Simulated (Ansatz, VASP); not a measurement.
Cu in VASP and in Ansatz

Contents of POSCAR:

```
Cu
1.0
    0.0000000000      1.8075000000      1.8075000000
    1.8075000000      0.0000000000      1.8075000000
    1.8075000000      1.8075000000      0.0000000000
Cu
1
Direct
    0.0000000000      0.0000000000      0.0000000000
```

Contents of INCAR.step1:

```
SYSTEM = Cu
PREC = Accurate
ENCUT = 520
ISMEAR = 1
SIGMA = 0.1
LREAL = .FALSE.
LASPH = .TRUE.
NELM = 60
NBANDS = 12
GGA = PE
ALGO = Normal
EDIFF = 1E-4
LWAVE = .TRUE.
LCHARG = .FALSE.
```

The input INCAR.step2:

```
SYSTEM = Cu
PREC = Accurate
ENCUT = 520
EDIFF = 1E-6
ISMEAR = 1
SIGMA = 0.1
LREAL = .FALSE.
LASPH = .TRUE.
NELM = 60
ALGO = Normal
ISIF = 2
LWAVE = .FALSE.
LCHARG = .FALSE.
METAGGA = R2SCAN
LMIXTAU = .TRUE.
NBANDS = 12
ISTART = 1
```

KPOINTS

```
regular mesh
0
G
  4 4 4
  0 0 0
```

Input for Ansatz:

```yaml
crystal:
  lattice:
    - [0.0, 1.8075, 1.8075]
    - [1.8075, 0.0, 1.8075]
    - [1.8075, 1.8075, 0.0]
  atoms:
    - { symbol: Cu, position: [0.0, 0.0, 0.0] }
kpoints:
  mp_grid:
    grid: [4, 4, 4]
hamiltonian:
  xc: r2scan
scf:
  occupations:
    method: cold
    width: 0.1
output:
  forces: true
  stress: true
```

Alike in both runs: task single point; functional r2SCAN; k mesh 4 × 4 × 4; no spin polarisation.

|  | VASP | Ansatz |
| --- | --- | --- |
| version | VASP 6.6.1 | Ansatz 0.2.0 |
| potentials or method | VASP PAW PBE potentials, release 64 (Cu) | plane waves, PAW |
| plane-wave cutoff (eV) | 520 | 500 |
| occupations | methfessel-paxton of order 1, width 0.1 eV | cold, width 0.1 eV |
| valence electrons in the cell | 11 | 19 |

|  | VASP | Ansatz | Ansatz less VASP |
| --- | --- | --- | --- |
| pressure (GPa) | -2.6 | -3.1 | -0.56 |

VASP's potentials were made for PBE, not for r2SCAN. VASP's potentials hold 11 valence electrons a cell and Ansatz's 19, so a difference there can come from the potentials and not from the codes.

The k mesh is coarse, so the values compare programs but aren't converged.
